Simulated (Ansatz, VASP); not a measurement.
Two plane-wave programs on K

```
K
1.0
     0.00000    3.37803    3.37803
     3.37803    0.00000    3.37803
     3.37803    3.37803    0.00000
K
1
Direct
  0.00000 0.00000 0.00000
```

Alike in both runs: task single point; functional PBE; k mesh 9 × 9 × 9; occupations fermi-dirac, width 0.1 eV; no spin polarisation.

|  | VASP | Ansatz |
| --- | --- | --- |
| version | VASP 6.6.1 | Ansatz 0.2.0 |
| potentials or method | VASP PAW PBE potentials, release 64 (K_sv), cutoff 520 eV | plane waves (420 eV) with PAW, scalar-relativistic |
| valence electrons in the cell | 9 | 9 |

```csv
,VASP,Ansatz,Ansatz less VASP
pressure (GPa),-0.1,-0.1,+0.01
```
